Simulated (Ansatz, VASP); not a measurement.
**AgI: VASP beside Ansatz**

```
Ag I
1.0
     0.00000    3.35313    3.35313
     3.35313    0.00000    3.35313
     3.35313    3.35313    0.00000
Ag I
1 1
Direct
  0.00000 0.00000 0.00000
  0.25000 0.25000 0.25000
```

Alike in both runs: task single point; functional r2SCAN; k mesh 6 × 6 × 6; no spin polarisation.

```csv
,VASP,Ansatz
version,VASP 6.6.1,Ansatz 0.2.0
potentials or method,"VASP PAW PBE potentials, release 64 (Ag, I)","plane waves, PAW"
plane-wave cutoff (eV),550,500
occupations,"gaussian, width 0.01 eV",fixed
valence electrons in the cell,18,36
```

|  | VASP | Ansatz | Ansatz less VASP |
| --- | --- | --- | --- |
| gap on the k mesh at the Fermi level (eV) | 1.80 | 1.83 | +0.033 |
| pressure (GPa) | -1.6 | -1.5 | +0.10 |

VASP's potentials were made for PBE, not for r2SCAN. VASP's potentials hold 18 valence electrons a cell and Ansatz's 36, so a difference there can come from the potentials and not from the codes.

Spin-orbit coupling is off throughout.
